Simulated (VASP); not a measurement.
Set up this calculation in VASP 6.6.1, as the native input.

```
Task                   : single point
Functional             : LDA
Potentials or basis    : VASP PAW LDA potentials, release 64 (Al, Au)
Cutoff                 : 520 eV
k mesh                 : 4 × 4 × 1
Occupations            : fermi-dirac, width 0.05 eV
Spin                   : no spin polarisation
Dipole correction      : no
Further INCAR settings : LREAL = Auto; ALGO = Normal; EDIFF = 1e-06; NBANDS = 66
```

The structure of Al27Au lies in POSCAR:

```
Al27Au
1.0
    8.5913470000      0.0000000000      0.0000000000
    4.2956740000      7.4403250000      0.0000000000
    0.0000000000      0.0000000000     17.6765370000
Al Au
27 1
Direct
    0.1111110703      0.1111111410      0.0565721668
    0.4444443648      0.1111111410      0.0565721668
    0.7777777758      0.1111111410      0.0565721668
    0.1111110539      0.4444444295      0.0565721668
    0.4444444648      0.4444444295      0.0565721668
    0.7777777594      0.4444444295      0.0565721668
    0.1111111539      0.7777777180      0.0565721668
    0.4444444484      0.7777777180      0.0565721668
    0.7777778594      0.7777777180      0.0565721668
   -0.1118905254      0.2243653335      0.1831849757
    0.2215536432      0.2235485681      0.1852640028
    0.5555003359      0.2235991035      0.1852797864
   -0.1132649764      0.5586347371      0.1852749778
    0.2253772137      0.5498546098      0.1848606432
    0.5552404138      0.5586559727      0.1852334538
   -0.1060006474      0.8853095799      0.1824781630
    0.2213470283      0.8853183161      0.1824502164
    0.5554734984      0.8898604564      0.1908111300
   -0.0006063107      0.0025004284      0.3098698009
    0.2982207449      0.0096255204      0.3107088227
    0.6933607360      0.0099256417      0.3107357510
   -0.0083538867      0.3422983539      0.3118379465
    0.3386536495      0.3238101830      0.3177568095
    0.6672148146      0.3424736151      0.3118269150
    0.0060154220      0.6625000924      0.3118439998
    0.3325706422      0.6624336975      0.3118109050
    0.6651763930      0.6708802371      0.3215099768
    0.5248048038      0.9517043946      0.4037924397
```

One way to write it, as run:

INCAR

```
SYSTEM = Al27Au
ALGO = Normal
EDIFF = 1E-6
ENCUT = 520
GGA = CA
ISIF = 2
ISMEAR = -1
LASPH = .True.
LCHARG = .True.
LELF = .True.
LREAL = Auto
LVHAR = .True.
LWAVE = .False.
NBANDS = 66
NELM = 80
PREC = Accurate
SIGMA = 0.05
```

KPOINTS

```
k-points
0
Gamma
  4 4 1
  0 0 0
```

Potentials or basis: VASP PAW LDA potentials, release 64 (Al, Au).

Command:

```bash
$ cat potpaw_LDA.64/Al/POTCAR potpaw_LDA.64/Au/POTCAR > POTCAR
$ mpirun -np 1 vasp_std > vasp.out
```

Results of the run:

```json
{
 "Largest force": "0.153 eV/Å",
 "Band gap on the k mesh": "zero (bands 46 and 47 overlap by 0.34 eV)"
}
```

Caveat: spin-orbit coupling is left out, which moves the levels of the heavy elements.

Wall time 27 min on 1 thread of Intel(R) Xeon(R) Platinum 8488C (Sapphire Rapids), with other jobs on the host, peak memory 0.99 GiB.
